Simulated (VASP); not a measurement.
Input of a VASP 6.6.1 run:

INCAR

```
SYSTEM = Zr3TiC4
PREC = Accurate ; ENCUT = 520
EDIFF = 1E-6 ; ISMEAR = 0
SIGMA = 0.1 ; LREAL = .False.
LASPH = .True. ; NELM = 150
ALGO = Normal ; ISIF = 2
LWAVE = .False. ; LCHARG = .False.
ISPIN = 2 ; MAGMOM = 1 1 1 1 0 0 0 0
LORBIT = 11 ; LMAXMIX = 4
GGA = PE ; NBANDS = 46
```

Contents of KPOINTS:

```
Automatic mesh
0
Gamma
  4 4 4
  0 0 0
```

File POSCAR:

```
Zr3TiC4
1.0
    4.6313393924      0.0000000000      0.0000000000
    0.0000000000      4.6313393924      0.0000000000
    0.0000000000      0.0000000000      4.6313393924
Zr Ti C
3 1 4
Direct
    0.5000000000      0.0000000000      0.5000000000
    0.0000000000      0.5000000000      0.5000000000
    0.5000000000      0.5000000000      0.0000000000
    0.0000000000      0.0000000000      0.0000000000
    0.5000000000      0.5000000000      0.5000000000
    0.0000000000      0.5000000000      0.0000000000
    0.5000000000      0.0000000000      0.0000000000
    0.0000000000      0.0000000000      0.5000000000
```

Potentials or basis: VASP PAW PBE potentials, release 64 (Zr_sv, Ti_sv, C).

Launch:

```bash
$ cat potpaw_PBE.64/Zr_sv/POTCAR potpaw_PBE.64/Ti_sv/POTCAR potpaw_PBE.64/C/POTCAR > POTCAR
$ mpirun -np 1 vasp_std > vasp.out
```

Problem. Estimate the net moment.

Solution. 0.00 μB per cell.

Problem. Estimate the band gap on the k mesh.

Solution. Zero (filled and empty bands overlap).
